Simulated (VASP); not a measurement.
# CuAu (P4/mmm) in VASP: notebook

Aim: see how the results for CuAu move with the level of theory and the settings. Levels: r2SCAN, PBE-based screened hybrid with 25 % exact exchange, HF. Tasks: single point.

Everything below comes from runs of VASP 6.6.1. Logs are shortened: lines on timing, memory, paths and dates and some standing lists are left out, and cuts for length are marked.

## 1. The cell of the first run

Symmetry: P4/mmm, No. 123, tetragonal system. Conventional cell: a = 2.775 Å, b = 2.775 Å, c = 3.571 Å, α = 90.00°, β = 90.00°, γ = 90.00°. Au (site symmetry 4/mmm) has 8 Cu at 2.65 Å and 6 Au at 2.77 to 3.57 Å within 3.6 Å. Within 3.6 Å of Cu (site symmetry 4/mmm) lie 8 Au at 2.65 Å and 6 Cu at 2.77 to 3.57 Å.

## 2. Single point, r2SCAN

Contents of POSCAR:

```
CuAu
1.0
    2.7748378674      0.0000000000      0.0000000000
    0.0000000000      2.7748378674      0.0000000000
    0.0000000000      0.0000000000      3.5709069320
Au Cu
1 1
Direct
    0.0000000000      0.0000000000      0.0000000000
    0.5000000000      0.5000000000      0.5000000000
```

Contents of INCAR.step1:

```
ALGO = Normal
EDIFF = 1E-5
ENCUT = 900
GGA = PE
GGA_COMPAT = F
ISMEAR = -1
LASPH = T
LCHARG = F
LREAL = F
LWAVE = T
NBANDS = 26
NELM = 120
PREC = Accurate
SIGMA = 0.05
```

Contents of INCAR.step2:

```
ALGO = Normal
EDIFF = 1E-6
ENCUT = 900
GGA_COMPAT = F
ISIF = 2
ISMEAR = -1
ISTART = 1
LASPH = T
LCHARG = F
LMIXTAU = T
LREAL = F
LWAVE = F
METAGGA = R2SCAN
NBANDS = 26
NELM = 120
PREC = Accurate
SIGMA = 0.05
```

Contents of KPOINTS:

```
k-points
0
Gamma
  9 9 7
```

Potentials or basis: VASP PAW PBE potentials, release 64 (Au_sv_GW, Cu_sv_GW).

The run is started by

```bash
$ cat potpaw_PBE.64/Au_sv_GW/POTCAR potpaw_PBE.64/Cu_sv_GW/POTCAR > POTCAR
$ cp INCAR.step1 INCAR
$ mpirun -np 1 vasp_std > vasp.out
$ cp INCAR.step2 INCAR
$ mpirun -np 1 vasp_std > vasp.out
```

OUTCAR:

```text
EDIFF = 1E-6
   ENCUT = 900
   ISIF = 2
   ISMEAR = -1
   ISTART = 1
   LASPH = T
   LREAL = F
   METAGGA = R2SCAN
   NELM = 120
   PREC = Accurate

 ion  position               nearest neighbor table
   1  0.000  0.000  0.000-   2 2.65   2 2.65   2 2.65   2 2.65   2 2.65   2 2.65   2 2.65   2 2.65

   2  0.500  0.500  0.500-   1 2.65   1 2.65   1 2.65   1 2.65   1 2.65   1 2.65   1 2.65   1 2.65

  LATTYP: Found a simple tetragonal cell.
 ALAT       =     2.7748378674
 C/A-ratio  =     1.2868884968

  Lattice vectors:

 A1 = (   2.7748378674,   0.0000000000,   0.0000000000)
 A2 = (   0.0000000000,   2.7748378674,   0.0000000000)
 A3 = (   0.0000000000,   0.0000000000,   3.5709069320)

Analysis of symmetry for initial positions (statically):
=====================================================================
 Subroutine PRICEL returns:
 Original cell was already a primitive cell.

 Routine SETGRP: Setting up the symmetry group for a
 simple tetragonal supercell.

 Subroutine GETGRP returns: Found 16 space group operations
 (whereof 16 operations were pure point group operations)
 out of a pool of 16 trial point group operations.

The static configuration has the point symmetry D_4h.

Analysis of symmetry for dynamics (positions and initial velocities):
=====================================================================
 Subroutine PRICEL returns:
 Original cell was already a primitive cell.

 Routine SETGRP: Setting up the symmetry group for a
 simple tetragonal supercell.

 Subroutine GETGRP returns: Found 16 space group operations
 (whereof 16 operations were pure point group operations)
 out of a pool of 16 trial point group operations.

The dynamic configuration has the point symmetry D_4h.

 Subroutine INISYM returns: Found 16 space group operations
 (whereof 16 operations are pure point group operations),
 and found     1 'primitive' translations

----------------------------------------------------------------------------------------

                                     Primitive cell

  volume of cell :      27.4950

  direct lattice vectors                    reciprocal lattice vectors
     2.774837867  0.000000000  0.000000000     0.360381416  0.000000000  0.000000000
     0.000000000  2.774837867  0.000000000     0.000000000  0.360381416  0.000000000
     0.000000000  0.000000000  3.570906932     0.000000000  0.000000000  0.280040903

  length of vectors
     2.774837867  2.774837867  3.570906932     0.360381416  0.360381416  0.280040903

  position of ions in fractional coordinates (direct lattice)
     0.000000000  0.000000000  0.000000000
     0.500000000  0.500000000  0.500000000

  ion indices of the primitive-cell ions
   primitive index   ion index
                 1           1
                 2           2

----------------------------------------------------------------------------------------

 KPOINTS: k-points

Automatic generation of k-mesh.
 Grid dimensions read from file:
 generate k-points for:    9    9    7

 Generating k-lattice:

  Cartesian coordinates                     Fractional coordinates (reciprocal lattice)
     0.040042380  0.000000000  0.000000000     0.111111111  0.000000000  0.000000000
     0.000000000  0.040042380  0.000000000     0.000000000  0.111111111  0.000000000
     0.000000000  0.000000000  0.040005843     0.000000000  0.000000000  0.142857143

  Length of vectors
     0.040042380  0.040042380  0.040005843

  Shift w.r.t. Gamma in fractional coordinates (k-lattice)
     0.000000000  0.000000000  0.000000000

 Subroutine IBZKPT returns following result:
 ===========================================

 Found     60 irreducible k-points:

 Following reciprocal coordinates:
            Coordinates               Weight
  0.000000  0.000000  0.000000      1.000000
  0.111111  0.000000  0.000000      4.000000
  0.222222  0.000000  0.000000      4.000000
  0.333333  0.000000  0.000000      4.000000
  0.444444  0.000000  0.000000      4.000000
  0.111111  0.111111  0.000000      4.000000
[... 16 lines left out ...]
  0.333333  0.111111  0.142857     16.000000
  0.444444  0.111111  0.142857     16.000000
 [... further k-points ...]
   k-points           NKPTS =     60   k-points in BZ     NKDIM =     60   number of bands    NBANDS=     26
   number of dos      NEDOS =    301   number of ions     NIONS =      2
   total plane-waves  NPLWV =  28224
   dimension x,y,z NGX =    28 NGY =   28 NGZ =   36
   dimension x,y,z NGXF=    56 NGYF=   56 NGZF=   72
   ions per type =               1   1
   NGX,Y,Z   is equivalent  to a cutoff of  16.78, 16.78, 16.76 a.u.
   NGXF,Y,Z  is equivalent  to a cutoff of  33.55, 33.55, 33.52 a.u.
 SYSTEM =  unknown system
   PREC   = accura    normal or accurate (medium, high low for compatibility)
   ISTART =      1    job   : 0-new  1-cont  2-samecut
   ICHARG =      0    charge: 1-file 2-atom 10-const
   ISPIN  =      1    spin polarized calculation?
   LNONCOLLINEAR =      F non collinear calculations
   LSORBIT =      F    spin-orbit coupling
   LASPH  =      T    aspherical Exc in radial PAW
   ENCUT  =  900.0 eV  66.15 Ry    8.13 a.u.   6.79  6.79  8.73*2*pi/ulx,y,z
   NELM   =    120;   NELMIN=  2; NELMDL=  0     # of ELM steps
   EDIFF  = 0.1E-05   stopping-criterion for ELM
   LREAL  =      F    real-space projection
   EDIFFG = 0.1E-04   stopping-criterion for IOM
   NSW    =      0    number of steps for IOM
   IBRION =     -1    ionic relax: 0-MD 1-quasi-New 2-CG
   NFREE  =      0    steps in history (QN), initial steepest desc. (CG)
   ISIF   =      2    stress and relaxation
   ISYM   =      2    0-nonsym 1-usesym 2-fastsym
   POTIM  = 0.5000    time-step for ionic-motion
   TEBEG  =    0.0;   TEEND  =   0.0 temperature during run
   PSTRESS=    0.0 pullay stress
   NELECT =      38.0000    total number of electrons
   NUPDOWN=      -1.0000    fix difference up-down
   EMIN   =  10.00;   EMAX   =-10.00  energy-range for DOS
   EFERMI =   0.00;   METHOD = LEGACY
   ISMEAR =    -1;   SIGMA  =   0.05  broadening in eV -4-tet -1-fermi 0-gaus
   EFERMI_NEDOS =   21; number of points for ismear=-14 and -15
   IALGO  =     38    algorithm
   IMIX   =      4    mixing-type and parameters
     AMIX     =   0.40;   BMIX     =  1.00
     AMIX_MAG =   1.60;   BMIX_MAG =  1.00
  volume/ion in A,a.u.               =      13.75        92.77
  Fermi-wavevector in a.u.,A,eV,Ry     =   1.823552  3.446013 45.244015  3.325341
  Thomas-Fermi vector in A             =   2.879473
   LORBIT       =      0    0 simple, 1 ext, 2 COOP (PROOUT), +10 PAW based schemes
   METAGGA = R2SCAN    functional components
   LHFCALC =     F    Hartree Fock is set to
   AEXX    =    0.0000 exact exchange contribution
   IVDW    =     0    specifies the selected vdW correction
   LEPSILON=     F    determine dielectric tensor
   LRPA    =     F    only Hartree local field effects (RPA)
 non-spin polarized calculation
  energy-cutoff  :      900.00
  volume of cell :       27.50
 maximum number of plane-waves:      1710
 NGX is ok and might be reduce to    28
   NGX = 13   NGY = 13   NGZ = 17

 number of electron      37.9999995 magnetization

 Free energy of the ion-electron system (eV)
  ---------------------------------------------------
  ext. energy  EPLUGINS =         0.00000000
  ---------------------------------------------------
  free energy    TOTEN  =       -60.87146879 eV

  energy without entropy =      -60.86805727  energy(sigma->0) =      -60.86976303

 E-fermi :   9.0581     XC(G=0): -14.7055

 val. band max:        9.0564873686   @ k =   0.1111   0.1111   0.2857
 cond. band min:       9.0623282841   @ k =   0.3333   0.1111   0.4286
 fundamental gap:      0.0058409155
 Fermi energy:         9.0580971353

 k-point     1 :       0.0000    0.0000    0.0000
  band No.  band energies     occupation
      1    -107.2485      2.00000
      2     -99.5853      2.00000
      3     -63.1066      2.00000
      4     -63.0923      2.00000
      5     -63.0923      2.00000
      6     -50.2802      2.00000
[... 18 lines left out ...]
     25      27.1316      0.00000
     26      27.2563      0.00000

 k-point     2 :       0.1111    0.0000    0.0000
  band No.  band energies     occupation
      1    -107.2483      2.00000
      2     -99.5843      2.00000
      3     -63.1063      2.00000
      4     -63.0948      2.00000
      5     -63.0921      2.00000
      6     -50.2782      2.00000
[... 18 lines left out ...]
     25      27.4050      0.00000
     26      29.1665      0.00000

 k-point     3 :       0.2222    0.0000    0.0000
  band No.  band energies     occupation
      1    -107.2479      2.00000
      2     -99.5818      2.00000
      3     -63.1057      2.00000
      4     -63.1011      2.00000
      5     -63.0916      2.00000
      6     -50.2923      2.00000
[... 18 lines left out ...]
     25      26.9051      0.00000
     26      29.1090      0.00000

 k-point     4 :       0.3333    0.0000    0.0000
  band No.  band energies     occupation
      1    -107.2475      2.00000
      2     -99.5790      2.00000
      3     -63.1083      2.00000
      4     -63.1050      2.00000
      5     -63.0910      2.00000
      6     -50.3583      2.00000
[... 18 lines left out ...]
     25      24.7598      0.00000
     26      27.5521      0.00000
[... 496 lines left out ...]
      1    -107.2478      2.00000
      2     -99.5808      2.00000
      3     -63.1056      2.00000
      4     -63.1009      2.00000
      5     -63.0941      2.00000
      6     -50.2901      2.00000
[... 18 lines left out ...]
     25      27.7999      0.00000
     26      28.9126      0.00000

 k-point    23 :       0.3333    0.1111    0.1429
  band No.  band energies     occupation
      1    -107.2473      2.00000
      2     -99.5780      2.00000
      3     -63.1081      2.00000
      4     -63.1049      2.00000
      5     -63.0935      2.00000
      6     -50.3559      2.00000
[... 18 lines left out ...]
     25      27.1124      0.00000
     26      27.9310      0.00000

 k-point    24 :       0.4444    0.1111    0.1429
  band No.  band energies     occupation
      1    -107.2470      2.00000
      2     -99.5762      2.00000
      3     -63.1128      2.00000
      4     -63.1044      2.00000
      5     -63.0931      2.00000
      6     -50.3986      2.00000
[... 18 lines left out ...]
     25      25.2397      0.00000
     26      26.0138      0.00000

 [... further k-points ...]

------------------------ aborting loop because EDIFF is reached ----------------------------------------

  FORCE on cell =-STRESS in cart. coord.  units (eV):
  Direction    XX          YY          ZZ          XY          YZ          ZX
  --------------------------------------------------------------------------------------
  -------------------------------------------------------------------------------------
  Total        1.6622253      1.6622253      1.6469292      0.0000000      0.0000000      0.0000000
  in kB       96.8605038     96.8605038     95.9691764      0.0000000      0.0000000      0.0000000
  external PRESSURE =      96.5633946 kB  Pullay stress =       0.0000000 kB

 VOLUME and BASIS-vectors are now :
 -----------------------------------------------------------------------------
  energy-cutoff  :      900.00
  volume of cell :       27.50
      direct lattice vectors                 reciprocal lattice vectors
     2.774837867  0.000000000  0.000000000     0.360381416  0.000000000  0.000000000
     0.000000000  2.774837867  0.000000000     0.000000000  0.360381416  0.000000000
     0.000000000  0.000000000  3.570906932     0.000000000  0.000000000  0.280040903

 POSITION                                       TOTAL-FORCE (eV/Angst)
 -----------------------------------------------------------------------------------
      0.00000      0.00000      0.00000         0.000000      0.000000      0.000000
      1.38742      1.38742      1.78545         0.000000      0.000000      0.000000
 -----------------------------------------------------------------------------------
    total drift:                                0.000000      0.000000      0.000000

  FREE ENERGIE OF THE ION-ELECTRON SYSTEM (eV)
  ---------------------------------------------------
  free  energy   TOTEN  =       -60.8714687870 eV

  energy  without entropy=      -60.8680572701  energy(sigma->0) =      -60.86976303
```

Run time: 5.5 min. Hardware: 1 thread of Intel Xeon Platinum 8375C at 2.90GHz (Ice Lake), shared host; peak memory 0.27 GiB.

Results:

| Item | Value |
| --- | --- |
| Free energy | -60.8715 eV |
| Pressure | 9.7 GPa |
| Band gap on the k mesh | zero (bands 19 and 20 overlap by 5.95 eV) |

Caveat: the cell stands under pressure; the PAW data sets were made with another functional, which shifts forces and pressure a little; spin-orbit coupling is left out, which moves the levels of the heavy elements.

## 3. Single point, PBE-based screened hybrid with 25 % exact exchange

This run uses another cell than the first one, of 14.77 Å³/atom.

Contents of POSCAR:

```
CuAu
1.0
    2.8277229790      0.0000000000      0.0000000000
    0.0000000000      2.8277229790      0.0000000000
    0.0000000000      0.0000000000      3.6952274027
Au Cu
1 1
Direct
    0.0000000000      0.0000000000      0.0000000000
    0.5000000000      0.5000000000      0.5000000000
```

Contents of INCAR.step1:

```
SYSTEM = CuAu
PREC = Accurate
ENCUT = 520
EDIFF = 1E-5
ISMEAR = -1
SIGMA = 0.05
LREAL = .False.
LASPH = .True.
NELM = 60
ALGO = Normal
ISIF = 2
LWAVE = .True.
LCHARG = .False.
NBANDS = 18
GGA = PE
```

Contents of INCAR.step2:

```
SYSTEM = CuAu
PREC = Accurate
ENCUT = 520
EDIFF = 1E-6
ISMEAR = -1
SIGMA = 0.05
LREAL = .False.
LASPH = .True.
NELM = 60
ALGO = Normal
ISIF = 2
LWAVE = .False.
LCHARG = .False.
GGA = PE
LHFCALC = .True.
AEXX = 0.25
HFSCREEN = 0.3
PRECFOCK = Normal
NBANDS = 18
ISTART = 1
```

Contents of KPOINTS:

```
regular mesh
0
Gamma
  5 5 4
  0 0 0
```

Potentials or basis: VASP PAW PBE potentials, release 64 (Au, Cu).

The run is started by

```bash
$ cat potpaw_PBE.64/Au/POTCAR potpaw_PBE.64/Cu/POTCAR > POTCAR
$ cp INCAR.step1 INCAR
$ mpirun -np 1 vasp_std > vasp.out
$ cp INCAR.step2 INCAR
$ mpirun -np 1 vasp_std > vasp.out
```

It took 27 min on 1 thread of Intel Xeon Platinum 8259CL at 2.50GHz (Skylake/Cascade Lake), shared host; peak memory 0.27 GiB.

The run converged. Its results:

```
Free energy            : -7.2280 eV
Pressure               : 0.0 GPa
Band gap on the k mesh : zero (bands 11 and 12 overlap by 5.82 eV)
```

Stress tensor (GPa, compression positive):
```
0.01 0.00 0.00
0.00 0.01 0.00
0.00 0.00 0.09
```

Levels at points of the mesh, in eV from the Fermi level:
```
           k point  band 7  band 8  band 9  band 10  band 11  band 12  band 13  band 14  band 15  band 16
(0.00, 0.00, 0.00)   -4.12   -3.45   -2.89    -2.56    -2.56     2.39     8.74    10.68    10.68    17.49
(0.00, 0.00, 0.50)   -4.50   -3.75   -3.58    -3.58    -3.54    -3.29    15.08    15.35    15.35    15.89
```

Caveat: the k points lie up to 0.44 Å⁻¹ apart, too coarse for converged energies and pressures of a metal; the PAW data sets were made with another functional, which shifts forces and pressure a little; spin-orbit coupling is left out, which moves the levels of the heavy elements.

## 4. Single point, HF

This run uses another cell than the first one, of 17.45 Å³/atom.

Contents of POSCAR:

```
CuAu
1.0
    2.9684382472      0.0000000000      0.0000000000
    0.0000000000      2.9684382472      0.0000000000
    0.0000000000      0.0000000000      3.9617645371
Au Cu
1 1
Direct
    0.0000000000      0.0000000000      0.0000000000
    0.5000000000      0.5000000000      0.5000000000
```

Contents of INCAR.step1:

```
PREC = Accurate ; ENCUT = 520
EDIFF = 1E-5 ; ISMEAR = -1
SIGMA = 0.05 ; LREAL = False
LASPH = True ; NELM = 60
ALGO = Normal ; ISIF = 2
LWAVE = True ; LCHARG = False
GGA = PE ; NBANDS = 18
```

Contents of INCAR.step2:

```
PREC = Accurate ; ENCUT = 520
EDIFF = 1E-6 ; ISMEAR = -1
SIGMA = 0.05 ; LREAL = False
LASPH = True ; NELM = 60
ALGO = Normal ; ISIF = 2
LWAVE = False ; LCHARG = False
GGA = PE ; LHFCALC = True
AEXX = 1.0 ; ALDAC = 0.0
AGGAC = 0.0 ; PRECFOCK = Normal
ISTART = 1 ; NBANDS = 18
```

Contents of KPOINTS:

```
regular mesh
0
Gamma
  5 5 4
```

The run is started by

```bash
$ cat potpaw_PBE.64/Au/POTCAR potpaw_PBE.64/Cu/POTCAR > POTCAR
$ cp INCAR.step1 INCAR
$ mpirun -np 1 vasp_std > vasp.out
$ cp INCAR.step2 INCAR
$ mpirun -np 1 vasp_std > vasp.out
```

It took 45 min on 1 thread of Intel Xeon Platinum 8259CL at 2.50GHz (Skylake/Cascade Lake), shared host; peak memory 0.17 GiB.

Results (log left out):

```
Free energy            : -8.0503 eV
Pressure               : -0.8 GPa
Band gap on the k mesh : zero (bands 11 and 12 overlap by 11.78 eV)
```

Levels at points of the mesh, in eV from the Fermi level:
```
           k point  band 9  band 10  band 11  band 12  band 13  band 14
(0.00, 0.00, 0.00)   -7.73    -7.52    -7.52     5.85    11.96    15.47
(0.00, 0.00, 0.50)   -8.59    -7.92    -7.42    -6.45    19.79    19.80
```

Caveat: the k points lie up to 0.42 Å⁻¹ apart, too coarse for converged energies and pressures of a metal; the PAW data sets were made with another functional, which shifts forces and pressure a little; spin-orbit coupling is left out, which moves the levels of the heavy elements.

## 5. The runs side by side

```csv
level,potentials or basis,cell,k mesh,cutoff (eV),grid for exact exchange (PRECFOCK),share of exact exchange,screening parameter,gap on the mesh (eV),pressure (GPa)
r2SCAN,"VASP PAW PBE potentials, release 64 (Au_sv_GW, Cu_sv_GW)","a = 2.775, b = 2.775, c = 3.571 Å, 2 atoms",9 × 9 × 7,900,-,-,-,none,9.7
PBE-based screened hybrid with 25 % exact exchange,"VASP PAW PBE potentials, release 64 (Au, Cu)","a = 2.828, b = 2.828, c = 3.695 Å, 2 atoms",5 × 5 × 4,520,Normal,0.25,0.3 1/Å,none,0.0
HF,"VASP PAW PBE potentials, release 64 (Au, Cu)","a = 2.968, b = 2.968, c = 3.962 Å, 2 atoms",5 × 5 × 4,520,Normal,1,-,none,-0.8
```

Alike in all rows: task single point; no spin polarisation; smearing fermi-dirac 0.05 eV.

Caveats: some runs use coarse meshes; the PAW data sets were made with another functional, which shifts forces and pressure a little; spin-orbit coupling is left out, which moves the levels of the heavy elements; the cell stands under pressure (at least some runs).

Absolute energies hang on the potentials; compare differences alone.

The gap in the log of VASP goes by the Fermi energy; the results here count the filled bands.